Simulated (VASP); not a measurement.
Write the native input for VASP 6.6.1 that does the following.

- Task: single point
- Functional: PBE
- Potentials or basis: VASP PAW PBE potentials, release 64 (Si, C)
- Cutoff: 520 eV
- k mesh: 2 × 2 × 2
- Occupations: gaussian, width 0.02 eV
- Spin: no spin polarisation
- Dipole correction: no
- Further INCAR settings: LREAL = Auto; ALGO = Normal; EDIFF = 1e-06; NBANDS = 88

The structure of Si16C17 (a cell with a defect) lies in POSCAR:

```
Si16C17
1.0
    6.1838730322      0.0000000000      0.0000000000
   -3.0919365161      5.3553911397      0.0000000000
    0.0000000000      0.0000000000     10.1485845858
Si C
16 17
Direct
    0.1644403083      0.3338419087      0.2493850230
    0.1672256787      0.3329978994      0.7513822184
    0.1894588795      0.8427888612      0.2475042681
    0.1741075957      0.8362132444      0.7426397185
    0.6451395831      0.3097056698      0.2630878205
    0.6662749679      0.3319802333      0.7448426858
    0.6451452504      0.8493820304      0.2647938712
    0.6681747606      0.8332551038      0.7468649383
    0.3252453837      0.1624529334      0.5002161589
    0.3402768489      0.1693708221      0.9961036354
    0.3244458120      0.6629093763      0.5018157909
    0.3433738496      0.6697703130      0.9969750870
    0.8311998903      0.1667594349      0.5062946420
    0.8357029861      0.1679847422      0.9992401319
    0.8243659714      0.6637767265      0.4926891980
    0.8581645696      0.6733297169      0.9721068900
    0.1620539448      0.3315184556      0.4370019250
    0.1708395076      0.3349133524      0.9393369016
    0.1601534310      0.8298189402      0.4340117543
    0.1927253958      0.8442981814      0.9246555439
    0.6572459613      0.3201616755      0.4468234917
    0.6700396207      0.3324259524      0.9313373624
    0.6550748791      0.8395074949      0.4482383688
    0.6755094755      0.8347444441      0.9349270255
    0.3302819473      0.1666931465      0.1850801936
    0.3316928147      0.1679246159      0.6849593597
    0.3368600449      0.6658522052      0.1854012236
    0.3328345758      0.6627127520      0.6865002643
    0.8289984530      0.1697917064      0.1895487971
    0.8369273458      0.1677729930      0.6903448398
    0.7492326267      0.6332689642      0.2375529296
    0.8360030108      0.6674472334      0.6840046453
   -0.0791243849     -0.3159408820      0.1427085706
```

These files were run (other wordings do the same):

INCAR

```
SYSTEM = Si16C17
ALGO     = Normal         ! electronic algorithm
EDIFF    = 1E-6           ! SCF threshold, eV
ENCUT    = 520            ! plane-wave cutoff, eV
GGA      = PE             ! functional
ISIF     = 2              ! what is computed and relaxed
ISMEAR   = 0              ! smearing method
LASPH    = .TRUE.         ! aspherical terms in the spheres
LCHARG   = .FALSE.        ! write CHGCAR
LREAL    = Auto         
LWAVE    = .FALSE.        ! write WAVECAR
NBANDS   = 88             ! bands
NELM     = 80             ! most SCF steps
PREC     = Accurate       ! precision mode
SIGMA    = 0.02           ! smearing width, eV
```

KPOINTS

```
k-points
0
G
  2 2 2
  0 0 0
```

Potentials or basis: VASP PAW PBE potentials, release 64 (Si, C).

The run is started by

```bash
$ cat potpaw_PBE.64/Si/POTCAR potpaw_PBE.64/C/POTCAR > POTCAR
$ mpirun -np 1 vasp_std > vasp.out
```

It gave:

```
Pressure               : 8.2 GPa
Largest force          : 0.514 eV/Å
Band gap on the k mesh : zero (bands 66 and 67 overlap by 0.99 eV)
```

Caveat: the k points lie up to 0.59 Å⁻¹ apart, too coarse for converged energies and pressures of a metal.

Wall time 13 min on 1 thread of AMD EPYC 7R43 64-Core Processor (Zen 3) (shared host), peak memory 0.43 GiB.
